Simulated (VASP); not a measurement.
# Be31C17 (a cell with a defect) in VASP: a series of runs

The runs below take Be31C17 (a cell with a defect) through single point, with PBE.

Program: VASP 6.6.1. These are calculated values, not measurements. Logs are shortened: lines on timing, memory, paths and dates and some standing lists are left out, and cuts for length are marked.

### 1 The cell of the first run

The cell holds a defect, 48 atoms: a = 7.497 Å, b = 7.497 Å, c = 7.497 Å, α = 109.47°, β = 109.47°, γ = 109.47°.

### 2 Single point, PBE

Input file INCAR:

```
SYSTEM = Be31C17
ALGO     = Normal         ! electronic algorithm
EDIFF    = 1E-6           ! SCF threshold, eV
ENCUT    = 520            ! plane-wave cutoff, eV
GGA      = PE             ! functional
ISIF     = 2              ! what is computed and relaxed
ISMEAR   = 0              ! smearing method
LASPH    = .TRUE.         ! aspherical terms in the spheres
LCHARG   = .FALSE.        ! write CHGCAR
LREAL    = Auto         
LWAVE    = .FALSE.        ! write WAVECAR
NBANDS   = 95             ! bands
NELM     = 80             ! most SCF steps
PREC     = Accurate       ! precision mode
SIGMA    = 0.01           ! smearing width, eV
```

Input file KPOINTS:

```
Automatic mesh
0
Gamma
  2 2 2
  0.5 0.5 0.5
```

Input file POSCAR:

```
Be31C17
1.0
    4.3283951478     -4.3283951478     -4.3283951478
   -4.3283951478     -4.3283951478      4.3283951478
   -4.3283951478      4.3283951478     -4.3283951478
C Be
17 31
Direct
    0.0000000000      0.2500000000      0.5000000000
    0.2485341956      0.7487904089     -0.0012095911
    0.2502562133      1.0014658044      0.7502562133
    0.2597424337      0.2500000000      0.5000000000
    0.0000000000      0.7512095911      0.2497437867
    0.2502562133      0.5002562133      0.2514658044
    1.0000000000      0.9997437867      1.0012095911
    0.0000000000      0.2500000000      0.7597424337
    0.7497437867      0.7512095911      0.5000000000
    0.0000000000      0.5097424337      0.5000000000
    0.7402575663      0.9902575663      0.2402575663
    0.7497437867      0.2500000000      0.0012095911
    0.4987904089      0.7487904089      0.7485341956
    0.7514658044      0.5002562133      0.7502562133
    0.5012095911      0.9997437867      0.5000000000
    0.5012095911      0.2500000000      0.2497437867
    0.4987904089      0.4985341956     -0.0012095911
    0.0000000000      0.5031363234      0.2526495512
    0.0000000000      0.7500000000      0.0000000000
    0.7526495512      0.2500000000      0.7531363234
    0.0000000000      0.0026495512      0.7531363234
    0.7526495512      0.5031363234      0.5000000000
    0.7468636766      0.7495132278      0.2468636766
    0.5000000000      0.2500000000      0.0000000000
    0.7468636766     -0.0031363234     -0.0004867722
    0.5004867722      0.4973504488      0.7473504488
    0.5000000000      0.7500000000      0.5000000000
    0.2531363234      0.2500000000      0.2526495512
    0.4995132278     -0.0031363234      0.2468636766
    0.2473504488      0.4973504488      0.0004867722
    0.2473504488      0.7504867722      0.7473504488
    0.2531363234      0.0026495512      0.5000000000
    0.4902436428      0.7402436428     -0.0097563572
    0.5000000000      0.0000000000      0.7500000000
    0.5097563572      0.2500000000      0.5000000000
    0.2500000000      0.7500000000      0.2500000000
    0.5000000000      0.5000000000      0.2500000000
    0.2500000000      0.0000000000      0.0000000000
    0.2502406565      0.2500000000      0.7502406565
    0.0000000000      0.7597563572      0.5000000000
    0.2502406565      0.5002406565      0.5000000000
    0.0000000000     -0.0002406565      0.2497593435
    0.0000000000      0.2500000000      0.0097563572
    0.7500000000      0.7500000000      0.7500000000
    0.0000000000      0.5002406565      0.7502406565
    0.7497593435     -0.0002406565      0.5000000000
    0.7497593435      0.2500000000      0.2497593435
    0.7500000000      0.5000000000      0.0000000000
```

Potentials or basis: VASP PAW PBE potentials, release 64 (C, Be).

On the command line:

```sh
cat potpaw_PBE.64/C/POTCAR potpaw_PBE.64/Be/POTCAR > POTCAR
mpirun -np 1 vasp_std > vasp.out
```

OUTCAR:

```text
SYSTEM = Be31C17
   EDIFF = 1E-6
   ENCUT = 520
   GGA = PE
   ISIF = 2
   ISMEAR = 0
   LASPH = .TRUE.
   LREAL = Auto
   NELM = 80
   PREC = Accurate

 ion  position               nearest neighbor table
   1  0.000  0.250  0.500-   4 1.95   8 1.95  10 1.95  11 1.95  39 2.17  41 2.17  42 2.17  45 2.17
                            46 2.17  47 2.17
   2  0.249  0.749  0.999-  33 1.86  45 1.86  29 1.87  19 1.87  38 1.88  36 1.88  30 1.89  31 1.89

   3  0.250  0.001  0.750-  40 1.86  39 1.86  31 1.87  24 1.87  34 1.88  38 1.88  21 1.89  32 1.89
[... 77 lines left out ...]
  42  0.000  1.000  0.250-   5 1.86   7 1.86  11 1.90   4 1.90  19 2.16   1 2.17  23 2.17  25 2.17
                            28 2.17  32 2.17
  43  0.000  0.250  0.010-   7 1.86  12 1.86   6 1.86   8 1.87  18 2.15  25 2.15  28 2.15  20 2.18
                            21 2.18  30 2.18
  44  0.750  0.750  0.750-  13 1.88   9 1.88   7 1.88  14 1.88  21 2.16  22 2.16  25 2.16  26 2.16
                            19 2.16  27 2.16
  45  0.000  0.500  0.750-   2 1.86  14 1.86  10 1.90   8 1.90  19 2.16   1 2.17  20 2.17  22 2.17
                            30 2.17  31 2.17
  46  0.750  1.000  0.500-   9 1.86  15 1.86   8 1.90  11 1.90  27 2.16   1 2.17  21 2.17  23 2.17
                            20 2.17  29 2.17
  47  0.750  0.250  0.250-  12 1.86  16 1.86  11 1.90  10 1.90  24 2.16   1 2.17  22 2.17  18 2.17
                            25 2.17  29 2.17
  48  0.750  0.500  0.000-  17 1.88  12 1.88  14 1.88   5 1.88  18 2.16  20 2.16  23 2.16  26 2.16
                            24 2.16  19 2.16

  LATTYP: Found a body centered cubic cell.
 ALAT       =     8.6567902956

  Lattice vectors:

 A1 = (   4.3283951478,  -4.3283951478,  -4.3283951478)
 A2 = (  -4.3283951478,  -4.3283951478,   4.3283951478)
 A3 = (  -4.3283951478,   4.3283951478,  -4.3283951478)

Analysis of symmetry for initial positions (statically):
=====================================================================
 Subroutine PRICEL returns:
 Original cell was already a primitive cell.

 Routine SETGRP: Setting up the symmetry group for a
 body centered cubic supercell.

 Subroutine GETGRP returns: Found 24 space group operations
 (whereof  2 operations were pure point group operations)
 out of a pool of 48 trial point group operations.

The static configuration has the point symmetry C_1h.
 The point group associated with its full space group is T_d .

Analysis of symmetry for dynamics (positions and initial velocities):
=====================================================================
 Subroutine PRICEL returns:
 Original cell was already a primitive cell.

 Routine SETGRP: Setting up the symmetry group for a
 body centered cubic supercell.

 Subroutine GETGRP returns: Found 24 space group operations
 (whereof  2 operations were pure point group operations)
 out of a pool of 48 trial point group operations.

The dynamic configuration has the point symmetry C_1h.
 The point group associated with its full space group is T_d .

 Subroutine INISYM returns: Found 24 space group operations
 (whereof  2 operations are pure point group operations),
 and found     1 'primitive' translations

----------------------------------------------------------------------------------------

                                     Primitive cell

  volume of cell :     324.3700

  direct lattice vectors                    reciprocal lattice vectors
     4.328395148 -4.328395148 -4.328395148     0.000000000 -0.115516256 -0.115516256
    -4.328395148 -4.328395148  4.328395148    -0.115516256 -0.115516256  0.000000000
    -4.328395148  4.328395148 -4.328395148    -0.115516256  0.000000000 -0.115516256

  length of vectors
     7.497000311  7.497000311  7.497000311     0.163364655  0.163364655  0.163364655

  position of ions in fractional coordinates (direct lattice)
     0.000000000  0.250000000  0.500000000
     0.248534196  0.748790409  0.998790409
     0.250256213  0.001465804  0.750256213
     0.259742434  0.250000000  0.500000000
     0.000000000  0.751209591  0.249743787
     0.250256213  0.500256213  0.251465804
[... 40 lines left out ...]
     0.749759344  0.250000000  0.249759344
     0.750000000  0.500000000  0.000000000

  ion indices of the primitive-cell ions
   primitive index   ion index
                 1           1
                 2           2
                 3           3
                 4           4
                 5           5
                 6           6
[... 40 lines left out ...]
                47          47
                48          48

----------------------------------------------------------------------------------------

 KPOINTS: Automatic mesh

Automatic generation of k-mesh.
 Grid dimensions read from file:
 generate k-points for:    2    2    2

 Generating k-lattice:

  Cartesian coordinates                     Fractional coordinates (reciprocal lattice)
     0.000000000 -0.057758128 -0.057758128     0.500000000  0.000000000  0.000000000
    -0.057758128 -0.057758128  0.000000000     0.000000000  0.500000000  0.000000000
    -0.057758128  0.000000000 -0.057758128     0.000000000  0.000000000  0.500000000

  Length of vectors
     0.081682328  0.081682328  0.081682328

  Shift w.r.t. Gamma in fractional coordinates (k-lattice)
     0.500000000  0.500000000  0.500000000

 Subroutine IBZKPT returns following result:
 ===========================================

 Found      2 irreducible k-points:

 Following reciprocal coordinates:
            Coordinates               Weight
  0.250000  0.250000  0.250000      2.000000
 -0.250000  0.250000  0.250000      6.000000
   k-points           NKPTS =      2   k-points in BZ     NKDIM =      2   number of bands    NBANDS=     95
   number of dos      NEDOS =    301   number of ions     NIONS =     48
   total plane-waves  NPLWV = 175616
   dimension x,y,z NGX =    56 NGY =   56 NGZ =   56
   dimension x,y,z NGXF=   112 NGYF=  112 NGZF=  112
   ions per type =              17  31
   NGX,Y,Z   is equivalent  to a cutoff of  12.42, 12.42, 12.42 a.u.
   NGXF,Y,Z  is equivalent  to a cutoff of  24.84, 24.84, 24.84 a.u.
 SYSTEM =  Be31C17
   PREC   = accura    normal or accurate (medium, high low for compatibility)
   ISTART =      0    job   : 0-new  1-cont  2-samecut
   ICHARG =      2    charge: 1-file 2-atom 10-const
   ISPIN  =      1    spin polarized calculation?
   LNONCOLLINEAR =      F non collinear calculations
   LSORBIT =      F    spin-orbit coupling
   LASPH  =      T    aspherical Exc in radial PAW
   ENCUT  =  520.0 eV  38.22 Ry    6.18 a.u.  13.94 13.94 13.94*2*pi/ulx,y,z
   NELM   =     80;   NELMIN=  2; NELMDL= -5     # of ELM steps
   EDIFF  = 0.1E-05   stopping-criterion for ELM
   LREAL  =      T    real-space projection
   EDIFFG = 0.1E-04   stopping-criterion for IOM
   NSW    =      0    number of steps for IOM
[... 5 lines left out ...]
   TEBEG  =    0.0;   TEEND  =   0.0 temperature during run
   PSTRESS=    0.0 pullay stress
   NELECT =     130.0000    total number of electrons
   NUPDOWN=      -1.0000    fix difference up-down
   EMIN   =  10.00;   EMAX   =-10.00  energy-range for DOS
   EFERMI =   0.00;   METHOD = LEGACY
   ISMEAR =     0;   SIGMA  =   0.01  broadening in eV -4-tet -1-fermi 0-gaus
   EFERMI_NEDOS =   21; number of points for ismear=-14 and -15
   IALGO  =     38    algorithm
   IMIX   =      4    mixing-type and parameters
     AMIX     =   0.40;   BMIX     =  1.00
     AMIX_MAG =   1.60;   BMIX_MAG =  1.00
  volume/ion in A,a.u.               =       6.76        45.60
  Fermi-wavevector in a.u.,A,eV,Ry     =   1.207005  2.280909 19.821796  1.456861
  Thomas-Fermi vector in A             =   2.342655
   LORBIT       =      0    0 simple, 1 ext, 2 COOP (PROOUT), +10 PAW based schemes
   GGA     = PE    functional components
   LHFCALC =     F    Hartree Fock is set to
   AEXX    =    0.0000 exact exchange contribution
   IVDW    =     0    specifies the selected vdW correction
   LEPSILON=     F    determine dielectric tensor
   LRPA    =     F    only Hartree local field effects (RPA)
 non-spin polarized calculation
 Gauss-broadening in eV      SIGMA  =   0.01
  energy-cutoff  :      520.00
  volume of cell :      324.37
 maximum number of plane-waves:      8796
   NGX = 27   NGY = 27   NGZ = 27

 number of electron     129.9999984 magnetization

 Free energy of the ion-electron system (eV)
  ---------------------------------------------------
  ext. energy  EPLUGINS =         0.00000000
  ---------------------------------------------------
  free energy    TOTEN  =      -276.72736346 eV

  energy without entropy =     -276.72736346  energy(sigma->0) =     -276.72736346

 E-fermi :   8.8974     XC(G=0): -11.4807

 val. band max:        8.7790344985   @ k =  -0.2500   0.2500   0.2500
 cond. band min:       9.4171054249   @ k =  -0.2500   0.2500   0.2500
 fundamental gap:      0.6380709264
 Fermi energy:         8.8974122128

 k-point     1 :       0.2500    0.2500    0.2500
  band No.  band energies     occupation
      1      -7.3557      2.00000
      2      -6.3582      2.00000
      3      -6.3582      2.00000
      4      -6.3582      2.00000
      5      -4.9037      2.00000
      6      -4.3828      2.00000
[... 69 lines left out ...]
     76      11.5108      0.00000
     77      12.2801      0.00000

 k-point     2 :      -0.2500    0.2500    0.2500
  band No.  band energies     occupation
      1      -7.4956      2.00000
      2      -6.4255      2.00000
      3      -5.7703      2.00000
      4      -5.7703      2.00000
      5      -5.7139      2.00000
      6      -5.0142      2.00000
[... 69 lines left out ...]
     76      13.0190      0.00000
     77      13.0448      0.00000
 [bands above 77 left out]

------------------------ aborting loop because EDIFF is reached ----------------------------------------

  FORCE on cell =-STRESS in cart. coord.  units (eV):
  Direction    XX          YY          ZZ          XY          YZ          ZX
  --------------------------------------------------------------------------------------
  -------------------------------------------------------------------------------------
  Total        5.9391717      5.9391717      5.9391717      0.0000000      0.0000000      0.0000000
  in kB       29.3356533     29.3356533     29.3356533      0.0000000      0.0000000      0.0000000
  external PRESSURE =      29.3356533 kB  Pullay stress =       0.0000000 kB

 VOLUME and BASIS-vectors are now :
 -----------------------------------------------------------------------------
  energy-cutoff  :      520.00
  volume of cell :      324.37
      direct lattice vectors                 reciprocal lattice vectors
     4.328395148 -4.328395148 -4.328395148     0.000000000 -0.115516256 -0.115516256
    -4.328395148 -4.328395148  4.328395148    -0.115516256 -0.115516256  0.000000000
    -4.328395148  4.328395148 -4.328395148    -0.115516256  0.000000000 -0.115516256

 POSITION                                       TOTAL-FORCE (eV/Angst)
 -----------------------------------------------------------------------------------
     -3.24630      1.08210     -1.08210         0.000000     -0.000000     -0.000000
     -6.48847      0.00634     -2.15785        -0.012108     -0.012015     -0.012015
     -2.17054      2.15785     -4.32427         0.012015      0.012015     -0.012108
     -2.12203     -0.04217     -2.20637         0.000808     -0.000808     -0.000808
     -4.33252     -2.17054      2.17054         0.012108      0.012015     -0.012015
     -2.17054     -2.16007     -0.00634         0.012015     -0.012108      0.012015
[... 40 lines left out ...]
      1.08210     -3.24630     -3.24421         0.000000     -0.000000     -0.013885
      1.08210     -5.41049     -1.08210         0.000000     -0.000000     -0.000000
 -----------------------------------------------------------------------------------
    total drift:                               -0.000000     -0.000000     -0.000000

  FREE ENERGIE OF THE ION-ELECTRON SYSTEM (eV)
  ---------------------------------------------------
  free  energy   TOTEN  =      -276.7273634558 eV

  energy  without entropy=     -276.7273634558  energy(sigma->0) =     -276.72736346
```

It took 2 min on 1 thread of Intel Xeon Platinum 8488C (Sapphire Rapids), shared host; peak memory 0.42 GiB.

Results:

| Property | Result |
| --- | --- |
| Free energy | -276.7274 eV |
| Pressure | 2.9 GPa |
| Largest force | 0.021 eV/Å |
| Band gap on the k mesh | 0.64 eV |

Forces on the atoms (eV/Å):
```
C    0.000  0.000  0.000
C   -0.012 -0.012 -0.012
C    0.012  0.012 -0.012
C    0.001 -0.001 -0.001
C    0.012  0.012 -0.012
C    0.012 -0.012  0.012
C    0.012 -0.012  0.012
C   -0.001  0.001 -0.001
C    0.012  0.012 -0.012
C   -0.001 -0.001  0.001
C    0.001  0.001  0.001
C    0.012 -0.012  0.012
C   -0.012 -0.012 -0.012
C   -0.012  0.012  0.012
C   -0.012  0.012  0.012
C   -0.012  0.012  0.012
C   -0.012 -0.012 -0.012
Be   0.003  0.005 -0.005
Be   0.000  0.000  0.000
Be   0.005 -0.005  0.003
Be   0.003 -0.005  0.005
Be   0.005  0.003 -0.005
Be  -0.005 -0.005 -0.003
Be   0.000  0.000  0.000
Be  -0.005 -0.003 -0.005
Be  -0.003  0.005  0.005
Be   0.000  0.000  0.000
Be  -0.005  0.005  0.003
Be  -0.003 -0.005 -0.005
Be   0.005 -0.003  0.005
Be   0.005  0.005 -0.003
Be  -0.005  0.003  0.005
Be   0.002  0.002  0.002
Be   0.000  0.000  0.000
Be   0.002 -0.002 -0.002
Be   0.000  0.000  0.000
Be   0.000  0.000  0.000
Be   0.000  0.000  0.000
Be   0.000  0.000  0.014
Be  -0.002 -0.002  0.002
Be   0.000  0.014  0.000
Be  -0.014  0.000  0.000
Be  -0.002  0.002 -0.002
Be   0.000  0.000  0.000
Be   0.014  0.000  0.000
Be   0.000 -0.014  0.000
Be   0.000  0.000 -0.014
Be   0.000  0.000  0.000
```

Levels at points of the mesh, in eV from the valence-band top:
```csv
k point,band 62,band 63,band 64,band 65,band 66,band 67,band 68,band 69
"(0.25, 0.25, 0.25)",-2.22,-2.22,-2.22,-0.50,1.59,1.59,1.59,2.69
```

(Part 1 of 3 ends here.)
